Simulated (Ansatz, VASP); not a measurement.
CdS in VASP and in Ansatz

```
Cd S
1.0
     4.19673    0.00000    0.00000
    -2.09836    3.63447    0.00000
     0.00000    0.00000    6.82949
Cd S
2 2
Direct
  0.33333 0.66667 0.00022
  0.66667 0.33333 0.50022
  0.33333 0.66667 0.37678
  0.66667 0.33333 0.87678
```

Alike in both runs: functional PBE; k mesh 9 × 9 × 4; occupations gaussian, width 0.02 eV; no spin polarisation.

Ansatz relaxed the structure, and its values are those at the end. VASP's run is a single point on that final structure, the one shown.

|  | VASP | Ansatz |
| --- | --- | --- |
| version | VASP 6.6.1 | Ansatz 0.2.0 |
| potentials or method | VASP PAW PBE potentials, release 64 (Cd, S), cutoff 500 eV | scalar-relativistic, plane waves, PAW |
| valence electrons in the cell | 36 | 52 |

|  | VASP | Ansatz | Ansatz less VASP |
| --- | --- | --- | --- |
| gap on the k mesh at the Fermi level (eV) | 1.11 | 1.11 | -0.001 |
| least direct gap on the mesh (eV) | 1.11 | 1.11 | -0.001 |
| pressure (GPa) | 0.3 | 0.0 | -0.27 |

VASP's potentials hold 36 valence electrons a cell and Ansatz's 52, so a difference there can come from the potentials and not from the codes.
